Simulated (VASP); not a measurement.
# Sr (Fm-3m) in VASP: settings compared

Sr is run at these levels: PBEsol, r2SCAN; tasks: single point.

All numbers are computed with VASP 6.6.1; they aren't measurements. Logs are shortened: lines on timing, memory, paths and dates and some standing lists are left out, and cuts for length are marked.

### 1 The cell of the first run

The structure is cubic, space group Fm-3m (No. 225). The conventional cell has a = 6.165 Å, b = 6.165 Å, c = 6.165 Å, α = 90.00°, β = 90.00°, γ = 90.00°. Sr (site symmetry m-3m) has 12 Sr at 4.36 Å within 5.7 Å.

### 2 Single point, PBEsol

INCAR reads:

```
PREC = Accurate
ENCUT = 520
EDIFF = 1E-6
ISMEAR = -1
SIGMA = 0.05
LREAL = F
LASPH = T
NELM = 60
ALGO = Normal
ISIF = 2
LWAVE = F
LCHARG = F
GGA = PS
NBANDS = 11
```

KPOINTS reads:

```
regular mesh
0
Gamma
  8 8 8
```

POSCAR reads:

```
Sr
1.0
    0.0000000000      3.0823855122      3.0823855122
    3.0823855122      0.0000000000      3.0823855122
    3.0823855122      3.0823855122      0.0000000000
Sr
1
Direct
    0.0000000000      0.0000000000      0.0000000000
```

Potentials or basis: VASP PAW PBE potentials, release 64 (Sr_sv).

Started as:

```sh
> cat potpaw_PBE.64/Sr_sv/POTCAR > POTCAR
> mpirun -np 1 vasp_std > vasp.out
```

OUTCAR:

```text
PREC = Accurate
   ENCUT = 520
   EDIFF = 1E-6
   ISMEAR = -1
   LREAL = F
   LASPH = T
   NELM = 60
   ISIF = 2
   GGA = PS

 ion  position               nearest neighbor table
   1  0.000  0.000  0.000-

  LATTYP: Found a face centered cubic cell.
 ALAT       =     6.1647710244

  Lattice vectors:

 A1 = (   0.0000000000,   3.0823855122,   3.0823855122)
 A2 = (   3.0823855122,   0.0000000000,   3.0823855122)
 A3 = (   3.0823855122,   3.0823855122,   0.0000000000)

Analysis of symmetry for initial positions (statically):
=====================================================================
 Subroutine PRICEL returns:
 Original cell was already a primitive cell.

 Routine SETGRP: Setting up the symmetry group for a
 face centered cubic supercell.

 Subroutine GETGRP returns: Found 48 space group operations
 (whereof 48 operations were pure point group operations)
 out of a pool of 48 trial point group operations.

The static configuration has the point symmetry O_h .

Analysis of symmetry for dynamics (positions and initial velocities):
=====================================================================
 Subroutine PRICEL returns:
 Original cell was already a primitive cell.

 Routine SETGRP: Setting up the symmetry group for a
 face centered cubic supercell.

 Subroutine GETGRP returns: Found 48 space group operations
 (whereof 48 operations were pure point group operations)
 out of a pool of 48 trial point group operations.

The dynamic configuration has the point symmetry O_h .

 Subroutine INISYM returns: Found 48 space group operations
 (whereof 48 operations are pure point group operations),
 and found     1 'primitive' translations

----------------------------------------------------------------------------------------

                                     Primitive cell

  volume of cell :      58.5721

  direct lattice vectors                    reciprocal lattice vectors
     0.000000000  3.082385512  3.082385512    -0.162212026  0.162212026  0.162212026
     3.082385512  0.000000000  3.082385512     0.162212026 -0.162212026  0.162212026
     3.082385512  3.082385512  0.000000000     0.162212026  0.162212026 -0.162212026

  length of vectors
     4.359151396  4.359151396  4.359151396     0.280959471  0.280959471  0.280959471

  position of ions in fractional coordinates (direct lattice)
     0.000000000  0.000000000  0.000000000

  ion indices of the primitive-cell ions
   primitive index   ion index
                 1           1

----------------------------------------------------------------------------------------

 KPOINTS: regular mesh

Automatic generation of k-mesh.
 Grid dimensions read from file:
 generate k-points for:    8    8    8

 Generating k-lattice:

  Cartesian coordinates                     Fractional coordinates (reciprocal lattice)
    -0.020276503  0.020276503  0.020276503     0.125000000  0.000000000  0.000000000
     0.020276503 -0.020276503  0.020276503     0.000000000  0.125000000  0.000000000
     0.020276503  0.020276503 -0.020276503     0.000000000  0.000000000  0.125000000

  Length of vectors
     0.035119934  0.035119934  0.035119934

  Shift w.r.t. Gamma in fractional coordinates (k-lattice)
     0.000000000  0.000000000  0.000000000

 Subroutine IBZKPT returns following result:
 ===========================================

 Found     29 irreducible k-points:

 Following reciprocal coordinates:
            Coordinates               Weight
  0.000000  0.000000  0.000000      1.000000
  0.125000  0.000000  0.000000      8.000000
  0.250000  0.000000  0.000000      8.000000
  0.375000  0.000000  0.000000      8.000000
  0.500000  0.000000  0.000000      4.000000
  0.125000  0.125000  0.000000      6.000000
[... 16 lines left out ...]
  0.500000  0.250000  0.125000     48.000000
 -0.375000  0.250000  0.125000     24.000000
 [... further k-points ...]
   k-points           NKPTS =     29   k-points in BZ     NKDIM =     29   number of bands    NBANDS=     11
   number of dos      NEDOS =    301   number of ions     NIONS =      1
   total plane-waves  NPLWV =  32768
   dimension x,y,z NGX =    32 NGY =   32 NGZ =   32
   dimension x,y,z NGXF=    64 NGYF=   64 NGZF=   64
   ions per type =               1
   NGX,Y,Z   is equivalent  to a cutoff of  12.20, 12.20, 12.20 a.u.
   NGXF,Y,Z  is equivalent  to a cutoff of  24.41, 24.41, 24.41 a.u.
 SYSTEM =  unknown system
   PREC   = accura    normal or accurate (medium, high low for compatibility)
   ISTART =      0    job   : 0-new  1-cont  2-samecut
   ICHARG =      2    charge: 1-file 2-atom 10-const
   ISPIN  =      1    spin polarized calculation?
   LNONCOLLINEAR =      F non collinear calculations
   LSORBIT =      F    spin-orbit coupling
   LASPH  =      T    aspherical Exc in radial PAW
   ENCUT  =  520.0 eV  38.22 Ry    6.18 a.u.   8.11  8.11  8.11*2*pi/ulx,y,z
   NELM   =     60;   NELMIN=  2; NELMDL= -5     # of ELM steps
   EDIFF  = 0.1E-05   stopping-criterion for ELM
   LREAL  =      F    real-space projection
   EDIFFG = 0.1E-04   stopping-criterion for IOM
   NSW    =      0    number of steps for IOM
   IBRION =     -1    ionic relax: 0-MD 1-quasi-New 2-CG
   NFREE  =      0    steps in history (QN), initial steepest desc. (CG)
   ISIF   =      2    stress and relaxation
   ISYM   =      2    0-nonsym 1-usesym 2-fastsym
   POTIM  = 0.5000    time-step for ionic-motion
   TEBEG  =    0.0;   TEEND  =   0.0 temperature during run
   PSTRESS=    0.0 pullay stress
   NELECT =      10.0000    total number of electrons
   NUPDOWN=      -1.0000    fix difference up-down
   EMIN   =  10.00;   EMAX   =-10.00  energy-range for DOS
   EFERMI =   0.00;   METHOD = LEGACY
   ISMEAR =    -1;   SIGMA  =   0.05  broadening in eV -4-tet -1-fermi 0-gaus
   EFERMI_NEDOS =   21; number of points for ismear=-14 and -15
   IALGO  =     38    algorithm
   IMIX   =      4    mixing-type and parameters
     AMIX     =   0.40;   BMIX     =  1.00
     AMIX_MAG =   1.60;   BMIX_MAG =  1.00
  volume/ion in A,a.u.               =      58.57       395.26
  Fermi-wavevector in a.u.,A,eV,Ry     =   0.908192  1.716235 11.222269  0.824813
  Thomas-Fermi vector in A             =   2.032090
   LORBIT       =      0    0 simple, 1 ext, 2 COOP (PROOUT), +10 PAW based schemes
   GGA     = PS    functional components
   LHFCALC =     F    Hartree Fock is set to
   AEXX    =    0.0000 exact exchange contribution
   IVDW    =     0    specifies the selected vdW correction
   LEPSILON=     F    determine dielectric tensor
   LRPA    =     F    only Hartree local field effects (RPA)
 non-spin polarized calculation
  energy-cutoff  :      520.00
  volume of cell :       58.57
 maximum number of plane-waves:      1604
   NGX = 17   NGY = 17   NGZ = 17

 number of electron      10.0000000 magnetization

 Free energy of the ion-electron system (eV)
  ---------------------------------------------------
  ext. energy  EPLUGINS =         0.00000000
  ---------------------------------------------------
  free energy    TOTEN  =        -1.82096389 eV

  energy without entropy =       -1.81142670  energy(sigma->0) =       -1.81619529

 E-fermi :   1.2618     XC(G=0):  -7.2394

 val. band max:        1.2358952368   @ k =  -0.3750   0.3750   0.0000
 cond. band min:       1.2885767983   @ k =  -0.3750   0.2500   0.1250
 fundamental gap:      0.0526815615
 Fermi energy:         1.2618232148

 k-point     1 :       0.0000    0.0000    0.0000
  band No.  band energies     occupation
      1     -35.3779      2.00000
      2     -17.2878      2.00000
      3     -17.2878      2.00000
      4     -17.2878      2.00000
      5      -2.2707      2.00000
      6       3.5529      0.00000
      7       3.5529      0.00000
      8       3.5529      0.00000
      9       4.9279      0.00000
     10       4.9279      0.00000
     11       8.2153      0.00000

 k-point     2 :       0.1250    0.0000    0.0000
  band No.  band energies     occupation
      1     -35.3764      2.00000
      2     -17.3114      2.00000
      3     -17.2911      2.00000
      4     -17.2911      2.00000
      5      -2.0352      2.00000
      6       3.2101      0.00000
      7       3.6530      0.00000
      8       3.6530      0.00000
      9       4.8070      0.00000
     10       4.8070      0.00000
     11       8.7380      0.00000

 k-point     3 :       0.2500    0.0000    0.0000
  band No.  band energies     occupation
      1     -35.3728      2.00000
      2     -17.3675      2.00000
      3     -17.2989      2.00000
      4     -17.2989      2.00000
      5      -1.3765      2.00000
      6       2.5192      0.00000
      7       3.6972      0.00000
      8       3.6972      0.00000
      9       4.8843      0.00000
     10       4.8843      0.00000
     11       7.8014      0.00000

 k-point     4 :       0.3750    0.0000    0.0000
  band No.  band energies     occupation
      1     -35.3691      2.00000
      2     -17.4227      2.00000
      3     -17.3066      2.00000
      4     -17.3066      2.00000
      5      -0.4594      2.00000
      6       1.7961      0.00005
      7       3.5085      0.00000
      8       3.5085      0.00000
      9       5.4818      0.00000
     10       5.4818      0.00000
     11       6.8954      0.00000
[... 239 lines left out ...]
 k-point    22 :       0.3750    0.2500    0.1250
  band No.  band energies     occupation
      1     -35.3700      2.00000
      2     -17.3813      2.00000
      3     -17.3278      2.00000
      4     -17.3087      2.00000
      5      -0.8195      2.00000
      6       2.3049      0.00000
      7       3.0743      0.00000
      8       4.1538      0.00000
      9       4.3359      0.00000
     10       5.6250      0.00000
     11       7.9319      0.00000

 k-point    23 :       0.5000    0.2500    0.1250
  band No.  band energies     occupation
      1     -35.3671      2.00000
      2     -17.4110      2.00000
      3     -17.3453      2.00000
      4     -17.3180      2.00000
      5       0.0714      2.00000
      6       1.8567      0.00001
      7       2.6462      0.00000
      8       3.9562      0.00000
      9       5.0236      0.00000
     10       6.0961      0.00000
     11       6.6657      0.00000

 k-point    24 :      -0.3750    0.2500    0.1250
  band No.  band energies     occupation
      1     -35.3659      2.00000
      2     -17.4238      2.00000
      3     -17.3508      2.00000
      4     -17.3230      2.00000
      5       0.8225      1.99969
      6       1.2886      0.73867
      7       2.6035      0.00000
      8       3.8352      0.00000
      9       5.3649      0.00000
     10       6.1368      0.00000
     11       6.2030      0.00000

 [... further k-points ...]
[... 5 lines left out ...]
  --------------------------------------------------------------------------------------
  -------------------------------------------------------------------------------------
  Total       -0.4482728     -0.4482728     -0.4482728     -0.0000000     -0.0000000     -0.0000000
  in kB      -12.2620229    -12.2620229    -12.2620229     -0.0000000     -0.0000000     -0.0000000
  external PRESSURE =     -12.2620229 kB  Pullay stress =       0.0000000 kB

 VOLUME and BASIS-vectors are now :
 -----------------------------------------------------------------------------
  energy-cutoff  :      520.00
  volume of cell :       58.57
      direct lattice vectors                 reciprocal lattice vectors
     0.000000000  3.082385512  3.082385512    -0.162212026  0.162212026  0.162212026
     3.082385512  0.000000000  3.082385512     0.162212026 -0.162212026  0.162212026
     3.082385512  3.082385512  0.000000000     0.162212026  0.162212026 -0.162212026

 POSITION                                       TOTAL-FORCE (eV/Angst)
 -----------------------------------------------------------------------------------
      0.00000      0.00000      0.00000         0.000000      0.000000      0.000000
 -----------------------------------------------------------------------------------
    total drift:                                0.000000      0.000000      0.000000

  FREE ENERGIE OF THE ION-ELECTRON SYSTEM (eV)
  ---------------------------------------------------
  free  energy   TOTEN  =        -1.8209638904 eV

  energy  without entropy=       -1.8114266977  energy(sigma->0) =       -1.81619529
```

It took 11 s on 1 thread of Intel Xeon Platinum 8259CL at 2.50GHz (Skylake/Cascade Lake), shared host; peak memory 0.17 GiB.

What came out:

* Free energy: -1.8210 eV
* Pressure: -1.2 GPa
* Band gap on the k mesh: zero (band 5 reaches 1.40 eV, above the bottom of band 6 at 1.29 eV)

Levels at points of the mesh, in eV from the Fermi level:
```
           k point  band 2  band 3  band 4  band 5  band 6  band 7  band 8  band 9
(0.00, 0.00, 0.00)  -18.55  -18.55  -18.55   -3.53    2.29    2.29    2.29    3.67
(0.50, 0.00, 0.00)  -18.71  -18.57  -18.57   -1.08    0.03    2.15    2.15    4.64
(0.50, 0.50, 0.00)  -18.70  -18.61  -18.61   -0.55    0.41    0.95    4.65    4.92
```

Caveat: the PAW data sets were made with another functional, which shifts forces and pressure a little.

### 3 Single point, PBEsol

This run uses another cell than the first one, of 59.70 Å³/atom, 1.019 times its volume.

INCAR reads:

```
SYSTEM = Sr
PREC = Accurate
ENCUT = 520
EDIFF = 1E-7
ISMEAR = -1
SIGMA = 0.05
LREAL = .FALSE.
LASPH = .TRUE.
NELM = 60
ALGO = Normal
ISIF = 2
LWAVE = .FALSE.
LCHARG = .FALSE.
GGA = PS
NBANDS = 11
```

KPOINTS reads:

```
Automatic mesh
0
G
  8 8 8
  0 0 0
```

POSCAR reads:

```
Sr
1.0
    0.0000000000      3.1020190703      3.1020190703
    3.1020190703      0.0000000000      3.1020190703
    3.1020190703      3.1020190703      0.0000000000
Sr
1
Direct
    0.0000000000      0.0000000000      0.0000000000
```

Potentials or basis: VASP PAW PBE potentials, release 64 (Sr_sv).

Started as:

```sh
> cat potpaw_PBE.64/Sr_sv/POTCAR > POTCAR
> mpirun -np 1 vasp_std > vasp.out
```

Run time: 18 s. Hardware: 1 thread of Intel Xeon Platinum 8259CL at 2.50GHz (Skylake/Cascade Lake), shared host; peak memory 0.2 GiB.

The run converged. Its results:

| Item | Value |
| --- | --- |
| Free energy | -1.8118 eV |
| Pressure | -1.4 GPa |
| Band gap on the k mesh | zero (band 5 reaches 1.35 eV, above the bottom of band 6 at 1.22 eV) |

Levels at points of the mesh, in eV from the Fermi level:
| k point | band 3 | band 4 | band 5 | band 6 | band 7 | band 8 |
| --- | --- | --- | --- | --- | --- | --- |
| (0.00, 0.00, 0.00) | -18.59 | -18.59 | -3.50 | 2.27 | 2.27 | 2.27 |
| (0.50, 0.00, 0.00) | -18.61 | -18.61 | -1.07 | 0.02 | 2.13 | 2.13 |
| (0.50, 0.50, 0.00) | -18.64 | -18.64 | -0.53 | 0.43 | 0.92 | 4.58 |

Caveat: the PAW data sets were made with another functional, which shifts forces and pressure a little.

### 4 Single point, r2SCAN

This run uses another cell than the first one, of 52.94 Å³/atom, 0.904 times its volume.

POSCAR reads:

```
Sr
1.0
    0.0000000000      2.9802437979      2.9802437979
    2.9802437979      0.0000000000      2.9802437979
    2.9802437979      2.9802437979      0.0000000000
Sr
1
Direct
    0.0000000000      0.0000000000      0.0000000000
```

INCAR.step1 reads:

```
SYSTEM = Sr
  PREC = Accurate
  ENCUT = 520
  ISMEAR = -1
  SIGMA = 0.05
  LREAL = .FALSE.
  LASPH = .TRUE.
  NELM = 60
  NBANDS = 11
  GGA = PE
  ALGO = Normal
  EDIFF = 1E-4
  LWAVE = .TRUE.
  LCHARG = .FALSE.
```

INCAR.step2 reads:

```
SYSTEM = Sr
  PREC = Accurate
  ENCUT = 520
  EDIFF = 1E-6
  ISMEAR = -1
  SIGMA = 0.05
  LREAL = .FALSE.
  LASPH = .TRUE.
  NELM = 60
  ALGO = Normal
  ISIF = 2
  LWAVE = .FALSE.
  LCHARG = .FALSE.
  METAGGA = R2SCAN
  LMIXTAU = .TRUE.
  NBANDS = 11
  ISTART = 1
```

KPOINTS is that of step 3.

Started as:

```sh
> cat potpaw_PBE.64/Sr_sv/POTCAR > POTCAR
> cp INCAR.step1 INCAR
> mpirun -np 1 vasp_std > vasp.out
> cp INCAR.step2 INCAR
> mpirun -np 1 vasp_std > vasp.out
```

Wall time 42 s (1 thread of Intel Xeon Platinum 8259CL at 2.50GHz (Skylake/Cascade Lake), shared host); peak memory 0.18 GiB.

Results (log left out):

```
Free energy            : -15.0961 eV
Pressure               : 0.9 GPa
Band gap on the k mesh : zero (band 5 reaches 1.81 eV, above the bottom of band 6 at 1.73 eV)
```

Levels at points of the mesh, in eV from the Fermi level:
| k point | band 3 | band 4 | band 5 | band 6 | band 7 | band 8 |
| --- | --- | --- | --- | --- | --- | --- |
| (0.00, 0.00, 0.00) | -19.16 | -19.16 | -3.85 | 2.78 | 2.78 | 2.78 |
| (0.50, 0.00, 0.00) | -19.19 | -19.19 | -1.04 | 0.05 | 2.57 | 2.57 |
| (0.50, 0.50, 0.00) | -19.24 | -19.24 | -0.62 | 0.49 | 1.18 | 5.52 |

Caveat: the PAW data sets were made with another functional, which shifts forces and pressure a little.

### 5 Overview

| level | cell | gap on the mesh (eV) | pressure (GPa) |
| --- | --- | --- | --- |
| PBEsol | a = 4.359 Å, angles 60.0°, 1 atom | none | -1.2 |
| PBEsol | a = 4.387 Å, angles 60.0°, 1 atom | none | -1.4 |
| r2SCAN | a = 4.215 Å, angles 60.0°, 1 atom | none | 0.9 |

Alike in all rows: task single point; potentials or basis VASP PAW PBE potentials, release 64 (Sr_sv); no spin polarisation; k mesh 8 × 8 × 8; cutoff (eV) 520; smearing fermi-dirac 0.05 eV.

Caveats: the PAW data sets were made with another functional, which shifts forces and pressure a little.

Total energies depend on the potentials used, so only differences within one code and one set of settings carry meaning.
